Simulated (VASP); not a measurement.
# Li2RhN2: single point with PBE

Li2RhN2:

```
CELL_PARAMETERS angstrom
3.19984 0.00000 0.00000
-1.59992 2.77114 0.00000
0.00000 0.00000 5.04190
ATOMIC_POSITIONS crystal
Li 0.66667 0.33333 0.35449
Li 0.33333 0.66667 0.64551
Rh 0.00000 0.00000 0.00000
N 0.66667 0.33333 0.79069
N 0.33333 0.66667 0.20931
```

- Program: VASP 6.6.1
- Task: single point
- Functional: PBE
- Potentials or basis: VASP PAW PBE potentials, release 64 (Li_sv, Rh_pv, N)
- Cutoff: 520 eV
- k mesh: 8 × 8 × 5
- Occupations: fermi-dirac, width 0.05 eV
- Spin: no spin polarisation
- Dipole correction: no
- Further INCAR settings: ALGO = Normal; EDIFF = 1e-07; NBANDS = 24

```
Largest force : 0.038 eV/Å
```

Forces in eV/Å, atoms in the order of the input:
```
Li   0.000  0.000  0.006
Li   0.000  0.000 -0.006
Rh   0.000  0.000  0.000
N    0.000  0.000 -0.038
N    0.000  0.000  0.038
```

Levels at points of the mesh, in eV from the Fermi level:
| k point | band 12 | band 13 | band 14 | band 15 | band 16 | band 17 | band 18 | band 19 |
| --- | --- | --- | --- | --- | --- | --- | --- | --- |
| (0.00, 0.00, 0.00) | -2.21 | -0.84 | -0.84 | -0.62 | -0.42 | 3.09 | 3.09 | 4.96 |
| (0.50, 0.00, 0.00) | -2.57 | -2.05 | -1.54 | -1.30 | -0.50 | 2.69 | 3.23 | 6.75 |

Run time: 56 s on 1 thread of Intel(R) Xeon(R) Platinum 8175M CPU @ 2.50GHz (Skylake/Cascade Lake) (shared host), peak memory 0.18 GiB.
